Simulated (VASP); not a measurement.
# Na (P6_3/mmc) in VASP: single point with PBE

Aim: the single point of Na with PBE.

Program: VASP 6.6.1. These are calculated values, not measurements. Logs are shortened: lines on timing, memory, paths and dates and some standing lists are left out, and cuts for length are marked.

### Step 1. The cell of the first run

Symmetry: P6_3/mmc, No. 194, hexagonal system. The conventional cell has a = 3.767 Å, b = 3.767 Å, c = 6.154 Å, α = 90.00°, β = 90.00°, γ = 120.00°. Na (site symmetry -6m2) has 12 Na at 3.77 Å within 4.9 Å.

This isn't the form of Na at room conditions, which is bcc.

### Step 2. Single point, PBE

The input, INCAR:

```
SYSTEM = Na
  ALGO = Normal
  EDIFF = 1E-7
  ENCUT = 520
  GGA = PE
  ISIF = 2
  ISMEAR = 0
  LASPH = .True.
  LCHARG = .False.
  LREAL = .False.
  LWAVE = .False.
  NBANDS = 14
  NELM = 100
  PREC = Accurate
  SIGMA = 0.1
```

The input, KPOINTS:

```
k-points
0
Gamma
  15 15 8
  0 0 0
```

The input, POSCAR:

```
Na
1.0
    3.7670000000      0.0000000000      0.0000000000
   -1.8835000000      3.2623176961      0.0000000000
    0.0000000000      0.0000000000      6.1540000000
Na
2
Direct
    0.3333333333      0.6666666667      0.2500000000
    0.6666666667      0.3333333333      0.7500000000
```

Potentials or basis: VASP PAW PBE potentials, release 64 (Na_pv).

Launch:

```console
> cat potpaw_PBE.64/Na_pv/POTCAR > POTCAR
> mpirun -np 1 vasp_std > vasp.out
```

OUTCAR:

```text
SYSTEM = Na
   EDIFF = 1E-7
   ENCUT = 520
   GGA = PE
   ISIF = 2
   ISMEAR = 0
   LASPH = .True.
   LREAL = .False.
   NELM = 100
   PREC = Accurate

 ion  position               nearest neighbor table
   1  0.333  0.667  0.250-
   2  0.667  0.333  0.750-

  LATTYP: Found a hexagonal cell.
 ALAT       =     3.7670000000
 C/A-ratio  =     1.6336607380

  Lattice vectors:

 A1 = (   3.7670000000,   0.0000000000,   0.0000000000)
 A2 = (  -1.8835000000,   3.2623176961,   0.0000000000)
 A3 = (   0.0000000000,   0.0000000000,   6.1540000000)

Analysis of symmetry for initial positions (statically):
=====================================================================
 Subroutine PRICEL returns:
 Original cell was already a primitive cell.

 Routine SETGRP: Setting up the symmetry group for a
 hexagonal supercell.

 Subroutine GETGRP returns: Found 24 space group operations
 (whereof 12 operations were pure point group operations)
 out of a pool of 24 trial point group operations.

The static configuration has the point symmetry D_3d.
 The point group associated with its full space group is D_6h.

Analysis of symmetry for dynamics (positions and initial velocities):
=====================================================================
 Subroutine PRICEL returns:
 Original cell was already a primitive cell.

 Routine SETGRP: Setting up the symmetry group for a
 hexagonal supercell.

 Subroutine GETGRP returns: Found 24 space group operations
 (whereof 12 operations were pure point group operations)
 out of a pool of 24 trial point group operations.

The dynamic configuration has the point symmetry D_3d.
 The point group associated with its full space group is D_6h.

 Subroutine INISYM returns: Found 24 space group operations
 (whereof 12 operations are pure point group operations),
 and found     1 'primitive' translations

----------------------------------------------------------------------------------------

                                     Primitive cell

  volume of cell :      75.6274

  direct lattice vectors                    reciprocal lattice vectors
     3.767000000  0.000000000  0.000000000     0.265463233  0.153265269  0.000000000
    -1.883500000  3.262317696  0.000000000     0.000000000  0.306530538  0.000000000
     0.000000000  0.000000000  6.154000000     0.000000000  0.000000000  0.162495938

  length of vectors
     3.767000000  3.767000000  6.154000000     0.306530538  0.306530538  0.162495938

  position of ions in fractional coordinates (direct lattice)
     0.333333333  0.666666667  0.250000000
     0.666666667  0.333333333  0.750000000

  ion indices of the primitive-cell ions
   primitive index   ion index
                 1           1
                 2           2

----------------------------------------------------------------------------------------

 KPOINTS: k-points

Automatic generation of k-mesh.
 Grid dimensions read from file:
 generate k-points for:   15   15    8

 Generating k-lattice:

  Cartesian coordinates                     Fractional coordinates (reciprocal lattice)
     0.017697549  0.010217685  0.000000000     0.066666667  0.000000000  0.000000000
     0.000000000  0.020435369  0.000000000     0.000000000  0.066666667  0.000000000
     0.000000000  0.000000000  0.020311992     0.000000000  0.000000000  0.125000000

  Length of vectors
     0.020435369  0.020435369  0.020311992

  Shift w.r.t. Gamma in fractional coordinates (k-lattice)
     0.000000000  0.000000000  0.000000000

 Subroutine IBZKPT returns following result:
 ===========================================

 Found    135 irreducible k-points:

 Following reciprocal coordinates:
            Coordinates               Weight
  0.000000  0.000000  0.000000      1.000000
  0.066667 -0.000000  0.000000      6.000000
  0.133333  0.000000  0.000000      6.000000
  0.200000 -0.000000  0.000000      6.000000
  0.266667  0.000000  0.000000      6.000000
  0.333333  0.000000  0.000000      6.000000
[... 16 lines left out ...]
  0.333333  0.200000  0.000000     12.000000
  0.400000  0.200000  0.000000      6.000000
 [... further k-points ...]
   k-points           NKPTS =    135   k-points in BZ     NKDIM =    135   number of bands    NBANDS=     14
   number of dos      NEDOS =    301   number of ions     NIONS =      2
   total plane-waves  NPLWV =  37632
   dimension x,y,z NGX =    28 NGY =   28 NGZ =   48
   dimension x,y,z NGXF=    56 NGYF=   56 NGZF=   96
   ions per type =               2
   NGX,Y,Z   is equivalent  to a cutoff of  12.36, 12.36, 12.97 a.u.
   NGXF,Y,Z  is equivalent  to a cutoff of  24.71, 24.71, 25.93 a.u.
 SYSTEM =  Na
   PREC   = accura    normal or accurate (medium, high low for compatibility)
   ISTART =      0    job   : 0-new  1-cont  2-samecut
   ICHARG =      2    charge: 1-file 2-atom 10-const
   ISPIN  =      1    spin polarized calculation?
   LNONCOLLINEAR =      F non collinear calculations
   LSORBIT =      F    spin-orbit coupling
   LASPH  =      T    aspherical Exc in radial PAW
   ENCUT  =  520.0 eV  38.22 Ry    6.18 a.u.   7.00  7.00 11.44*2*pi/ulx,y,z
   NELM   =    100;   NELMIN=  2; NELMDL= -5     # of ELM steps
   EDIFF  = 0.1E-06   stopping-criterion for ELM
   LREAL  =      F    real-space projection
   EDIFFG = 0.1E-05   stopping-criterion for IOM
   NSW    =      0    number of steps for IOM
   IBRION =     -1    ionic relax: 0-MD 1-quasi-New 2-CG
   NFREE  =      0    steps in history (QN), initial steepest desc. (CG)
   ISIF   =      2    stress and relaxation
   ISYM   =      2    0-nonsym 1-usesym 2-fastsym
   POTIM  = 0.5000    time-step for ionic-motion
   TEBEG  =    0.0;   TEEND  =   0.0 temperature during run
   PSTRESS=    0.0 pullay stress
   NELECT =      14.0000    total number of electrons
   NUPDOWN=      -1.0000    fix difference up-down
   EMIN   =  10.00;   EMAX   =-10.00  energy-range for DOS
   EFERMI =   0.00;   METHOD = LEGACY
   ISMEAR =     0;   SIGMA  =   0.10  broadening in eV -4-tet -1-fermi 0-gaus
   EFERMI_NEDOS =   21; number of points for ismear=-14 and -15
   IALGO  =     38    algorithm
   IMIX   =      4    mixing-type and parameters
     AMIX     =   0.40;   BMIX     =  1.00
     AMIX_MAG =   1.60;   BMIX_MAG =  1.00
  volume/ion in A,a.u.               =      37.81       255.18
  Fermi-wavevector in a.u.,A,eV,Ry     =   0.933020  1.763153 11.844235  0.870527
  Thomas-Fermi vector in A             =   2.059678
   LORBIT       =      0    0 simple, 1 ext, 2 COOP (PROOUT), +10 PAW based schemes
   GGA     = PE    functional components
   LHFCALC =     F    Hartree Fock is set to
   AEXX    =    0.0000 exact exchange contribution
   IVDW    =     0    specifies the selected vdW correction
   LEPSILON=     F    determine dielectric tensor
   LRPA    =     F    only Hartree local field effects (RPA)
 non-spin polarized calculation
 Gauss-broadening in eV      SIGMA  =   0.10
  energy-cutoff  :      520.00
  volume of cell :       75.63
 maximum number of plane-waves:      2060
 NGX is ok and might be reduce to    28
   NGX = 13   NGY = 13   NGZ = 23

 number of electron      14.0000011 magnetization

 Free energy of the ion-electron system (eV)
  ---------------------------------------------------
  ext. energy  EPLUGINS =         0.00000000
  ---------------------------------------------------
  free energy    TOTEN  =        -2.62305587 eV

  energy without entropy =       -2.61706157  energy(sigma->0) =       -2.62005872

 E-fermi :   0.2898     XC(G=0):  -6.4502

 val. band max:        0.2820181220   @ k =   0.2667   0.0000   0.2500
 cond. band min:       0.2903148996   @ k =   0.2000   0.2000   0.3750
 fundamental gap:      0.0082967776
 Fermi energy:         0.2897792239

 k-point     1 :       0.0000    0.0000    0.0000
  band No.  band energies     occupation
      1     -24.6718      2.00000
      2     -24.6442      2.00000
      3     -24.6442      2.00000
      4     -24.6396      2.00000
      5     -24.6396      2.00000
      6     -24.6394      2.00000
      7      -2.9654      2.00000
      8       0.8238      0.00000
      9       1.2095      0.00000
     10      10.1451      0.00000
     11      10.1451      0.00000
     12      10.4851      0.00000
     13      10.4851      0.00000
     14      10.6383      0.00000

 k-point     2 :       0.0667   -0.0000    0.0000
  band No.  band energies     occupation
      1     -24.6714      2.00000
      2     -24.6452      2.00000
      3     -24.6445      2.00000
      4     -24.6407      2.00000
      5     -24.6398      2.00000
      6     -24.6395      2.00000
      7      -2.9004      2.00000
      8       0.8815      0.00000
      9       1.2730      0.00000
     10       8.8658      0.00000
     11       9.5579      0.00000
     12      10.0071      0.00000
     13      11.1475      0.00000
     14      11.3263      0.00000

 k-point     3 :       0.1333    0.0000    0.0000
  band No.  band energies     occupation
      1     -24.6700      2.00000
      2     -24.6482      2.00000
      3     -24.6455      2.00000
      4     -24.6438      2.00000
      5     -24.6403      2.00000
      6     -24.6401      2.00000
      7      -2.7061      2.00000
      8       1.0549      0.00000
      9       1.4617      0.00000
     10       7.3565      0.00000
     11       8.9273      0.00000
     12       9.2328      0.00000
     13      10.7199      0.00000
     14      11.3297      0.00000
[... 324 lines left out ...]
 k-point    23 :       0.3333    0.2000    0.0000
  band No.  band energies     occupation
      1     -24.6656      2.00000
      2     -24.6615      2.00000
      3     -24.6565      2.00000
      4     -24.6552      2.00000
      5     -24.6493      2.00000
      6     -24.6478      2.00000
      7       0.1253      1.98000
      8       1.9192      0.00000
      9       3.5127      0.00000
     10       3.6755      0.00000
     11       4.6066      0.00000
     12       5.4374      0.00000
     13       6.4912      0.00000
     14       7.2115      0.00000

 k-point    24 :       0.4000    0.2000    0.0000
  band No.  band energies     occupation
      1     -24.6664      2.00000
      2     -24.6615      2.00000
      3     -24.6562      2.00000
      4     -24.6553      2.00000
      5     -24.6498      2.00000
      6     -24.6488      2.00000
      7       0.9153      0.00000
      8       1.0379      0.00000
      9       3.5261      0.00000
     10       4.4890      0.00000
     11       4.5047      0.00000
     12       4.9234      0.00000
     13       5.9919      0.00000
     14       7.1515      0.00000

 [... further k-points ...]

------------------------ aborting loop because EDIFF is reached ----------------------------------------

  FORCE on cell =-STRESS in cart. coord.  units (eV):
  Direction    XX          YY          ZZ          XY          YZ          ZX
  --------------------------------------------------------------------------------------
  -------------------------------------------------------------------------------------
  Total       -0.0672252     -0.0672252     -0.0820588      0.0000000      0.0000000      0.0000000
  in kB       -1.4241759     -1.4241759     -1.7384264      0.0000000      0.0000000      0.0000000
  external PRESSURE =      -1.5289260 kB  Pullay stress =       0.0000000 kB

 VOLUME and BASIS-vectors are now :
 -----------------------------------------------------------------------------
  energy-cutoff  :      520.00
  volume of cell :       75.63
      direct lattice vectors                 reciprocal lattice vectors
     3.767000000  0.000000000  0.000000000     0.265463233  0.153265269  0.000000000
    -1.883500000  3.262317696  0.000000000     0.000000000  0.306530538  0.000000000
     0.000000000  0.000000000  6.154000000     0.000000000  0.000000000  0.162495938

 POSITION                                       TOTAL-FORCE (eV/Angst)
 -----------------------------------------------------------------------------------
     -0.00000      2.17488      1.53850        -0.000000      0.000000      0.000000
      1.88350      1.08744      4.61550         0.000000      0.000000      0.000000
 -----------------------------------------------------------------------------------
    total drift:                                0.000000     -0.000000      0.000000

  FREE ENERGIE OF THE ION-ELECTRON SYSTEM (eV)
  ---------------------------------------------------
  free  energy   TOTEN  =        -2.6230558701 eV

  energy  without entropy=       -2.6170615672  energy(sigma->0) =       -2.62005872
```

Wall time 65 s (1 thread of Intel Xeon Platinum 8259CL at 2.50GHz (Skylake/Cascade Lake), shared host); peak memory 0.24 GiB.

Results:

```
Free energy            : -2.6231 eV
Pressure               : -0.2 GPa
Band gap on the k mesh : zero (bands 7 and 8 overlap by 4.28 eV)
```

Levels at points of the mesh, in eV from the Fermi level:
| k point | band 5 | band 6 | band 7 | band 8 | band 9 | band 10 |
| --- | --- | --- | --- | --- | --- | --- |
| (0.00, 0.00, 0.00) | -24.93 | -24.93 | -3.26 | 0.53 | 0.92 | 9.86 |
| (0.00, 0.00, 0.50) | -24.93 | -24.93 | -2.24 | -2.24 | 5.44 | 5.44 |
